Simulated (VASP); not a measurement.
The system is HfO2.

```
CELL_PARAMETERS angstrom
0.00000 2.59116 2.59116
2.59116 0.00000 2.59116
2.59116 2.59116 0.00000
ATOMIC_POSITIONS crystal
Hf 0.00000 0.00000 0.00000
O 0.75000 0.75000 0.75000
O 0.25000 0.25000 0.25000
```

Program: VASP 6.6.1. Alike in all runs: task single point; cell as given; k mesh 9 × 9 × 9; cutoff (eV) 520; smearing fermi-dirac 0.05 eV. Hardware: 1 thread of Intel(R) Xeon(R) 6975P-C (Granite Rapids), on a shared host.

Task: Order these runs on this cell by their wall time, lowest first.
A. level PBEsol; potentials or basis VASP PAW PBE potentials, release 64 (Hf_pv, O); spin off
B. level LDA; potentials or basis VASP PAW LDA potentials, release 64 (Hf_pv, O); spin non-collinear, zero start, SOC
C. level BLYP+D4; potentials or basis VASP PAW PBE potentials, release 64 (Hf_pv, O); spin off

Result: A (9 s), C (20 s), B (55 s).
